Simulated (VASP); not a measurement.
Cd2S:

```
CELL_PARAMETERS angstrom
-1.95021 3.31006 -0.04809
0.04940 -0.05054 5.33634
5.70319 3.22493 0.02130
ATOMIC_POSITIONS crystal
Cd 0.97742 0.71019 0.32239
Cd 0.47528 0.69506 0.84834
Cd 0.48097 0.29758 0.17309
Cd 0.06280 0.26747 0.63734
S 0.50667 0.01566 0.50157
S 0.99687 0.01403 0.01728
```

```yaml
Program: VASP 6.6.1
Task: relaxation of cell and atoms
Functional: PBE
Potentials_or_basis: VASP PAW PBE potentials, release 64 (Cd, S)
Cutoff: 600 eV
k_mesh: 6 × 4 × 4
Occupations: gaussian, width 0.2 eV
Spin: no spin polarisation
```

At the start: pressure 3.4 GPa; volume 22.38 Å³/atom.

Q: How do energy, volume and symmetry change on relaxing?

A: Over 24 steps the energy falls by 64.2 meV/atom and the volume is 22.67 Å³/atom (+1.3 %); space group P1 (No. 1, to 0.1 Å) before, C2/m (No. 12, to 0.1 Å).

Step by step:
```csv
step,energy change (eV),largest force (eV/Å),pressure (GPa),volume (Å³)
1,0.0000,1.8970,3.43,134.28
2,-0.2487,0.3999,-1.70,143.79
3,-0.2498,0.4663,-1.41,143.08
4,-0.3035,0.3673,-0.64,139.92
5,-0.3340,0.2276,0.87,135.20
6,-0.3560,0.1475,0.20,136.02
7,-0.3582,0.1721,-0.04,136.37
8,-0.3654,0.1404,0.02,136.35
9,-0.3702,0.1272,0.16,136.28
10,-0.3746,0.1129,-0.13,136.93
11,-0.3755,0.1040,-0.29,137.33
12,-0.3788,0.0805,0.11,136.19
13,-0.3789,0.0745,0.22,135.91
14,-0.3808,0.0522,-0.01,136.17
15,-0.3809,0.0559,-0.05,136.23
16,-0.3821,0.0378,-0.02,136.07
17,-0.3825,0.0425,0.08,135.85
18,-0.3825,0.0406,0.06,135.92
19,-0.3833,0.0309,-0.06,136.23
20,-0.3835,0.0305,-0.14,136.48
21,-0.3839,0.0329,-0.02,136.19
22,-0.3840,0.0389,0.05,136.03
23,-0.3845,0.0276,0.03,136.03
24,-0.3851,0.0221,-0.02,136.01
```

Final structure:
```yaml
crystal:
  lattice:
    - [-1.93068, 3.32150, -0.01129]
    - [0.02928, 0.00002, 5.41569]
    - [5.67129, 3.25187, 0.03084]
  atoms:
    - { symbol: Cd, position: [0.00296, 0.69806, 0.33737] }
    - { symbol: Cd, position: [0.49235, 0.69895, 0.83578] }
    - { symbol: Cd, position: [0.49749, 0.30221, 0.16275] }
    - { symbol: Cd, position: [0.00686, 0.30130, 0.66380] }
    - { symbol: S, position: [0.50612, 0.00012, 0.49972] }
    - { symbol: S, position: [0.99421, 0.99936, 0.00058] }
```
